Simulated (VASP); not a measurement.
NaCl, 2 atoms in the cell. The structure is cubic, space group Fm-3m (No. 225). The conventional cell has a = 5.620 Å, b = 5.620 Å, c = 5.620 Å, α = 90.00°, β = 90.00°, γ = 90.00°. Na (site symmetry m-3m) has 6 Cl at 2.81 Å within 3.7 Å. Within 3.7 Å of Cl (site symmetry m-3m) lie 6 Na at 2.81 Å. 

```yaml
Program: VASP 6.6.1
Task: relaxation of cell and atoms
Functional: PBE
Potentials_or_basis: VASP PAW PBE potentials, release 64 (Na_pv, Cl)
Cutoff: 600 eV
k_mesh: 6 × 6 × 6
Occupations: gaussian, width 0.1 eV
Spin: no spin polarisation
Target_pressure: 12 GPa
Dipole_correction: no
Further_INCAR_settings: ALGO = Normal; EDIFF = 1e-06; IBRION = 2; EDIFFG = -0.05; NSW = 80; ISIF = 3
```

Potentials or basis: VASP PAW PBE potentials, release 64 (Na_pv, Cl).

Run with:

```console
$ cat potpaw_PBE.64/Na_pv/POTCAR potpaw_PBE.64/Cl/POTCAR > POTCAR
$ mpirun -np 1 vasp_std > vasp.out
```

Hardware: 1 thread of Intel(R) Xeon(R) Platinum 8559C (Emerald Rapids), with other jobs on the host.

**Question.** Estimate the wall time of this run.

**Answer.** Run time: 11 s on 1 thread of Intel(R) Xeon(R) Platinum 8559C (Emerald Rapids), on a shared host, peak memory 0.17 GiB. Counts: scf iterations 21, k points 16, ion steps 2.
